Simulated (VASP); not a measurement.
Ta:

```
CELL_PARAMETERS angstrom
-1.65939 1.65939 1.65939
1.65939 -1.65939 1.65939
1.65939 1.65939 -1.65939
ATOMIC_POSITIONS crystal
Ta 0.00000 0.00000 0.00000
```

| Quantity | Value |
| --- | --- |
| Program | VASP 6.6.1 |
| Task | relaxation of cell and atoms |
| Functional | PBEsol |
| Potentials or basis | VASP PAW PBE potentials, release 64 (Ta_pv) |
| Cutoff | 600 eV |
| k mesh | 18 × 18 × 18 |
| Occupations | gaussian, width 0.1 eV |
| Spin | no spin polarisation |

At the start: pressure -6.6 GPa; volume 18.28 Å³/atom.

Problem. How do energy, volume and symmetry change on relaxing?

Solution. Over 4 steps the energy falls by 12.8 meV/atom and the volume is 17.67 Å³/atom (-3.3 %); space group Im-3m (No. 229, to 0.1 Å) before and after.

The path:
| step | energy change (eV) | largest force (eV/Å) | pressure (GPa) | volume (Å³) |
| --- | --- | --- | --- | --- |
| 1 | 0.0000 | 0.0000 | -6.59 | 18.28 |
| 2 | 0.0591 | 0.0000 | 18.86 | 16.36 |
| 3 | -0.0128 | 0.0000 | -0.17 | 17.68 |
| 4 | -0.0128 | 0.0000 | -0.03 | 17.67 |

Final structure:
```yaml
crystal:
  lattice:
    - [-1.64085, 1.64085, 1.64085]
    - [1.64085, -1.64085, 1.64085]
    - [1.64085, 1.64085, -1.64085]
  atoms:
    - { symbol: Ta, position: [0.00000, 0.00000, 0.00000] }
```

Caveat: the PAW data sets were made with another functional, which shifts forces and pressure a little.
